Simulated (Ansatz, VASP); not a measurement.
## V: VASP beside Ansatz

```
V
1.0
     2.69264    0.00000    0.00000
    -1.34632    2.33189    0.00000
     0.00000    0.00000    4.91465
V
2
Cartesian
  0.0000 1.5546 1.2287
  1.3463 0.7773 3.6860
```

Alike in both runs: task single point; functional BLYP; k mesh 15 × 15 × 8; occupations fermi-dirac, width 0.1 eV; no spin polarisation.

```csv
,VASP,Ansatz
version,VASP 6.6.1,Ansatz 0.2.0
potentials or method,"VASP PAW PBE potentials, release 64 (V_sv), cutoff 520 eV","plane waves (420 eV) with PAW, scalar-relativistic"
valence electrons in the cell,26,26
```

|  | VASP | Ansatz | Ansatz less VASP |
| --- | --- | --- | --- |
| pressure (GPa) | -10.2 | -10.4 | -0.21 |
| traceless stress, the component that is largest in VASP (GPa) | 0.49 | 0.48 | 0.000 |

VASP's potentials were made for PBE, not for BLYP. The functional is the same, so the differences come from potentials, cutoffs and numerics.
